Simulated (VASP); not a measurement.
# ScC3 (Pm-3m) in VASP: further runs

Runs on ScC3. Level: PBEsol. Tasks: single point.

Everything below comes from runs of VASP 6.6.1. Logs are shortened: lines on timing, memory, paths and dates and some standing lists are left out, and cuts for length are marked.

## Step 1: The cell of the first run

The structure is cubic, space group Pm-3m (No. 221). The conventional cell has a = 3.363 Å, b = 3.363 Å, c = 3.363 Å, α = 90.00°, β = 90.00°, γ = 90.00°. Within 3.1 Å of Sc (site symmetry m-3m) lie 12 C at 2.38 Å. Within 3.1 Å of C (site symmetry 4/mmm) lie 4 Sc at 2.38 Å and 8 C at 2.38 Å.

## Step 2: Single point, PBEsol (Al replaced by Sc, lengths x 1.084, strained)

Contents of INCAR:

```
SYSTEM = ScC3
PREC = Accurate ; ENCUT = 520
EDIFF = 1E-6 ; ISMEAR = 0
SIGMA = 0.1 ; LREAL = .FALSE.
LASPH = .TRUE. ; NELM = 80
ALGO = Normal ; ISIF = 2
LWAVE = .FALSE. ; LCHARG = .TRUE.
GGA = PS ; LELF = .TRUE.
LVHAR = .TRUE. ; NBANDS = 20
```

Contents of KPOINTS:

```
regular mesh
0
G
  6 6 6
  0 0 0
```

Contents of POSCAR:

```
ScC3
1.0
    3.3627963408      0.0000000000      0.0000000000
    0.0000000000      3.3627963408      0.0000000000
    0.0000000000      0.0000000000      3.3627963408
Sc C
1 3
Direct
    0.0000000000      0.0000000000      0.0000000000
    0.0000000000      0.5000000000      0.5000000000
    0.5000000000      0.0000000000      0.5000000000
    0.5000000000      0.5000000000      0.0000000000
```

Potentials or basis: VASP PAW PBE potentials, release 64 (Sc_sv, C).

On the command line:

```
cat potpaw_PBE.64/Sc_sv/POTCAR potpaw_PBE.64/C/POTCAR > POTCAR
mpirun -np 1 vasp_std > vasp.out
```

OUTCAR:

```text
SYSTEM = ScC3
   PREC = Accurate
   ENCUT = 520
   EDIFF = 1E-6
   ISMEAR = 0
   LREAL = .FALSE.
   LASPH = .TRUE.
   NELM = 80
   ISIF = 2
   GGA = PS

 ion  position               nearest neighbor table
   1  0.000  0.000  0.000-   2 2.38   3 2.38   4 2.38   2 2.38   3 2.38   2 2.38   4 2.38   2 2.38
                             3 2.38   4 2.38   3 2.38   4 2.38
   2  0.000  0.500  0.500-   1 2.38   1 2.38   1 2.38   1 2.38
   3  0.500  0.000  0.500-   1 2.38   1 2.38   1 2.38   1 2.38
   4  0.500  0.500  0.000-   1 2.38   1 2.38   1 2.38   1 2.38

  LATTYP: Found a simple cubic cell.
 ALAT       =     3.3627963408

  Lattice vectors:

 A1 = (   3.3627963408,   0.0000000000,   0.0000000000)
 A2 = (   0.0000000000,   3.3627963408,   0.0000000000)
 A3 = (   0.0000000000,   0.0000000000,   3.3627963408)

Analysis of symmetry for initial positions (statically):
=====================================================================
 Subroutine PRICEL returns:
 Original cell was already a primitive cell.

 Routine SETGRP: Setting up the symmetry group for a
 simple cubic supercell.

 Subroutine GETGRP returns: Found 48 space group operations
 (whereof 48 operations were pure point group operations)
 out of a pool of 48 trial point group operations.

The static configuration has the point symmetry O_h .

Analysis of symmetry for dynamics (positions and initial velocities):
=====================================================================
 Subroutine PRICEL returns:
 Original cell was already a primitive cell.

 Routine SETGRP: Setting up the symmetry group for a
 simple cubic supercell.

 Subroutine GETGRP returns: Found 48 space group operations
 (whereof 48 operations were pure point group operations)
 out of a pool of 48 trial point group operations.

The dynamic configuration has the point symmetry O_h .

 Subroutine INISYM returns: Found 48 space group operations
 (whereof 48 operations are pure point group operations),
 and found     1 'primitive' translations

----------------------------------------------------------------------------------------

                                     Primitive cell

  volume of cell :      38.0278

  direct lattice vectors                    reciprocal lattice vectors
     3.362796341  0.000000000  0.000000000     0.297371562  0.000000000  0.000000000
     0.000000000  3.362796341  0.000000000     0.000000000  0.297371562  0.000000000
     0.000000000  0.000000000  3.362796341     0.000000000  0.000000000  0.297371562

  length of vectors
     3.362796341  3.362796341  3.362796341     0.297371562  0.297371562  0.297371562

  position of ions in fractional coordinates (direct lattice)
     0.000000000  0.000000000  0.000000000
     0.000000000  0.500000000  0.500000000
     0.500000000  0.000000000  0.500000000
     0.500000000  0.500000000  0.000000000

  ion indices of the primitive-cell ions
   primitive index   ion index
                 1           1
                 2           2
                 3           3
                 4           4

----------------------------------------------------------------------------------------

 KPOINTS: regular mesh

Automatic generation of k-mesh.
 Grid dimensions read from file:
 generate k-points for:    6    6    6

 Generating k-lattice:

  Cartesian coordinates                     Fractional coordinates (reciprocal lattice)
     0.049561927  0.000000000  0.000000000     0.166666667  0.000000000  0.000000000
     0.000000000  0.049561927  0.000000000     0.000000000  0.166666667  0.000000000
     0.000000000  0.000000000  0.049561927     0.000000000  0.000000000  0.166666667

  Length of vectors
     0.049561927  0.049561927  0.049561927

  Shift w.r.t. Gamma in fractional coordinates (k-lattice)
     0.000000000  0.000000000  0.000000000

 Subroutine IBZKPT returns following result:
 ===========================================

 Found     20 irreducible k-points:

 Following reciprocal coordinates:
            Coordinates               Weight
  0.000000  0.000000  0.000000      1.000000
  0.166667  0.000000  0.000000      6.000000
  0.333333  0.000000  0.000000      6.000000
  0.500000  0.000000  0.000000      3.000000
  0.166667  0.166667  0.000000     12.000000
  0.333333  0.166667  0.000000     24.000000
[... 12 lines left out ...]
  0.500000  0.500000  0.333333      6.000000
  0.500000  0.500000  0.500000      1.000000
   k-points           NKPTS =     20   k-points in BZ     NKDIM =     20   number of bands    NBANDS=     20
   number of dos      NEDOS =    301   number of ions     NIONS =      4
   total plane-waves  NPLWV =  21952
   dimension x,y,z NGX =    28 NGY =   28 NGZ =   28
   dimension x,y,z NGXF=    56 NGYF=   56 NGZF=   56
   ions per type =               1   3
   NGX,Y,Z   is equivalent  to a cutoff of  13.84, 13.84, 13.84 a.u.
   NGXF,Y,Z  is equivalent  to a cutoff of  27.68, 27.68, 27.68 a.u.
 SYSTEM =  ScC3
   PREC   = accura    normal or accurate (medium, high low for compatibility)
   ISTART =      0    job   : 0-new  1-cont  2-samecut
   ICHARG =      2    charge: 1-file 2-atom 10-const
   ISPIN  =      1    spin polarized calculation?
   LNONCOLLINEAR =      F non collinear calculations
   LSORBIT =      F    spin-orbit coupling
   LASPH  =      T    aspherical Exc in radial PAW
   ENCUT  =  520.0 eV  38.22 Ry    6.18 a.u.   6.25  6.25  6.25*2*pi/ulx,y,z
   NELM   =     80;   NELMIN=  2; NELMDL= -5     # of ELM steps
   EDIFF  = 0.1E-05   stopping-criterion for ELM
   LREAL  =      F    real-space projection
   EDIFFG = 0.1E-04   stopping-criterion for IOM
   NSW    =      0    number of steps for IOM
   IBRION =     -1    ionic relax: 0-MD 1-quasi-New 2-CG
   NFREE  =      0    steps in history (QN), initial steepest desc. (CG)
   ISIF   =      2    stress and relaxation
   ISYM   =      2    0-nonsym 1-usesym 2-fastsym
   POTIM  = 0.5000    time-step for ionic-motion
   TEBEG  =    0.0;   TEEND  =   0.0 temperature during run
   PSTRESS=    0.0 pullay stress
   NELECT =      23.0000    total number of electrons
   NUPDOWN=      -1.0000    fix difference up-down
   EMIN   =  10.00;   EMAX   =-10.00  energy-range for DOS
   EFERMI =   0.00;   METHOD = LEGACY
   ISMEAR =     0;   SIGMA  =   0.10  broadening in eV -4-tet -1-fermi 0-gaus
   EFERMI_NEDOS =   21; number of points for ismear=-14 and -15
   IALGO  =     38    algorithm
   IMIX   =      4    mixing-type and parameters
     AMIX     =   0.40;   BMIX     =  1.00
     AMIX_MAG =   1.60;   BMIX_MAG =  1.00
  volume/ion in A,a.u.               =       9.51        64.16
  Fermi-wavevector in a.u.,A,eV,Ry     =   1.384470  2.616269 26.079064  1.916757
  Thomas-Fermi vector in A             =   2.508971
   LORBIT       =      0    0 simple, 1 ext, 2 COOP (PROOUT), +10 PAW based schemes
   GGA     = PS    functional components
   LHFCALC =     F    Hartree Fock is set to
   AEXX    =    0.0000 exact exchange contribution
   IVDW    =     0    specifies the selected vdW correction
   LEPSILON=     F    determine dielectric tensor
   LRPA    =     F    only Hartree local field effects (RPA)
 non-spin polarized calculation
 Gauss-broadening in eV      SIGMA  =   0.10
  energy-cutoff  :      520.00
  volume of cell :       38.03
 maximum number of plane-waves:      1064
 NGX is ok and might be reduce to    28
   NGX = 13   NGY = 13   NGZ = 13

 number of electron      23.0000002 magnetization

 Free energy of the ion-electron system (eV)
  ---------------------------------------------------
  ext. energy  EPLUGINS =         0.00000000
  ---------------------------------------------------
  free energy    TOTEN  =       -28.07721120 eV

  energy without entropy =      -28.06730917  energy(sigma->0) =      -28.07226018

 E-fermi :   6.3313     XC(G=0): -12.4031

 val. band max:        6.2672791436   @ k =   0.3333   0.3333   0.1667
 cond. band min:       6.3435145876   @ k =   0.5000   0.3333   0.0000
 fundamental gap:      0.0762354440
 Fermi energy:         6.3313455220

 k-point     1 :       0.0000    0.0000    0.0000
  band No.  band energies     occupation
      1     -41.7353      2.00000
      2     -20.4834      2.00000
      3     -20.4834      2.00000
      4     -20.4834      2.00000
      5      -8.4505      2.00000
      6      -0.6219      2.00000
[... 12 lines left out ...]
     19      11.0301      0.00000
     20      11.0301      0.00000

 k-point     2 :       0.1667    0.0000    0.0000
  band No.  band energies     occupation
      1     -41.7305      2.00000
      2     -20.5562      2.00000
      3     -20.4750      2.00000
      4     -20.4750      2.00000
      5      -8.1030      2.00000
      6      -1.7309      2.00000
[... 12 lines left out ...]
     19      11.0542      0.00000
     20      11.0544      0.00000

 k-point     3 :       0.3333    0.0000    0.0000
  band No.  band energies     occupation
      1     -41.7207      2.00000
      2     -20.6979      2.00000
      3     -20.4583      2.00000
      4     -20.4583      2.00000
      5      -7.1380      2.00000
      6      -3.6181      2.00000
[... 12 lines left out ...]
     19      12.8995      0.00000
     20      12.9077      0.00000

 k-point     4 :       0.5000    0.0000    0.0000
  band No.  band energies     occupation
      1     -41.7158      2.00000
      2     -20.7669      2.00000
      3     -20.4499      2.00000
      4     -20.4499      2.00000
      5      -6.0725      2.00000
      6      -5.0271      2.00000
[... 337 lines left out ...]
 k-point    19 :       0.5000    0.5000    0.3333
  band No.  band energies     occupation
      1     -41.6830      2.00000
      2     -20.6728      2.00000
      3     -20.6728      2.00000
      4     -20.6014      2.00000
      5      -3.9138      2.00000
      6      -3.3468      2.00000
[... 12 lines left out ...]
     19      12.0501      0.00000
     20      12.6676      0.00000

 k-point    20 :       0.5000    0.5000    0.5000
  band No.  band energies     occupation
      1     -41.6783      2.00000
      2     -20.6607      2.00000
      3     -20.6607      2.00000
      4     -20.6607      2.00000
      5      -3.3476      2.00000
      6      -3.3476      2.00000
[... 12 lines left out ...]
     19      11.9197      0.00000
     20      11.9197      0.00000

------------------------ aborting loop because EDIFF is reached ----------------------------------------

  FORCE on cell =-STRESS in cart. coord.  units (eV):
  Direction    XX          YY          ZZ          XY          YZ          ZX
  --------------------------------------------------------------------------------------
  -------------------------------------------------------------------------------------
  Total       -2.7184315     -2.7184315     -2.7184315      0.0000000      0.0000000     -0.0000000
  in kB     -114.5321159   -114.5321159   -114.5321159      0.0000000      0.0000000     -0.0000000
  external PRESSURE =    -114.5321159 kB  Pullay stress =       0.0000000 kB

 VOLUME and BASIS-vectors are now :
 -----------------------------------------------------------------------------
  energy-cutoff  :      520.00
  volume of cell :       38.03
      direct lattice vectors                 reciprocal lattice vectors
     3.362796341  0.000000000  0.000000000     0.297371562  0.000000000  0.000000000
     0.000000000  3.362796341  0.000000000     0.000000000  0.297371562  0.000000000
     0.000000000  0.000000000  3.362796341     0.000000000  0.000000000  0.297371562

 POSITION                                       TOTAL-FORCE (eV/Angst)
 -----------------------------------------------------------------------------------
      0.00000      0.00000      0.00000         0.000000      0.000000      0.000000
      0.00000      1.68140      1.68140         0.000000      0.000000      0.000000
      1.68140      0.00000      1.68140         0.000000      0.000000      0.000000
      1.68140      1.68140      0.00000         0.000000      0.000000      0.000000
 -----------------------------------------------------------------------------------
    total drift:                               -0.000000      0.000000      0.000000

  FREE ENERGIE OF THE ION-ELECTRON SYSTEM (eV)
  ---------------------------------------------------
  free  energy   TOTEN  =       -28.0772111971 eV

  energy  without entropy=      -28.0673091703  energy(sigma->0) =      -28.07226018
```

Wall time 33 s (1 thread of Intel Xeon 8259CL, shared host); peak memory 0.16 GiB.

What came out:

```yaml
Free_energy: -28.0772 eV
Pressure: -11.5 GPa
Band_gap_on_the_k_mesh: zero (an odd number of electrons rules out a gap without spin polarisation)
```

Caveat: the cell differs from its parent crystal (Al replaced by Sc, lengths x 1.084, strained); the cell stands under tension; the PAW data sets were made with another functional, which shifts forces and pressure a little.

## Step 3: Single point, PBEsol (Al replaced by Sc, lengths x 1.084, strained)

Contents of INCAR:

```
ALGO = Normal ; EDIFF = 1E-6
ENCUT = 520 ; GGA = PS
ISIF = 2 ; ISMEAR = 0
LASPH = T ; LCHARG = T
LELF = T ; LREAL = F
LVHAR = T ; LWAVE = F
NBANDS = 20 ; NELM = 100
PREC = Accurate ; SIGMA = 0.1
```

Contents of KPOINTS:

```
k-points
0
Gamma
  12 12 12
```

POSCAR is that of step 2.

Potentials or basis: VASP PAW PBE potentials, release 64 (Sc_sv, C).

On the command line:

```
cat potpaw_PBE.64/Sc_sv/POTCAR potpaw_PBE.64/C/POTCAR > POTCAR
mpirun -np 1 vasp_std > vasp.out
```

Run time: 2 min. Hardware: 1 thread of Intel Xeon 8259CL, shared host; peak memory 0.19 GiB.

Results (log left out):

| Quantity | Value |
| --- | --- |
| Free energy | -28.0760 eV |
| Pressure | -11.4 GPa |
| Band gap on the k mesh | zero (an odd number of electrons rules out a gap without spin polarisation) |

Levels at points of the mesh, in eV from the Fermi level:
```csv
k point,band 7,band 8,band 9,band 10,band 11,band 12,band 13,band 14,band 15,band 16
"(0.00, 0.00, 0.00)",-7.07,-4.00,-4.00,-4.00,1.23,1.23,1.23,3.19,3.19,3.19
"(0.50, 0.00, 0.00)",-5.79,-3.98,-3.98,-2.96,-0.52,-0.52,0.44,1.14,2.86,2.86
"(0.50, 0.50, 0.00)",-9.80,-6.25,-2.35,-2.35,-1.12,-0.26,0.48,0.48,2.66,4.46
"(0.50, 0.50, 0.50)",-9.80,-6.80,-4.55,-4.55,-4.55,4.48,4.48,4.48,4.50,4.50
```

Caveat: the cell differs from its parent crystal (Al replaced by Sc, lengths x 1.084, strained); the cell stands under tension; the PAW data sets were made with another functional, which shifts forces and pressure a little.
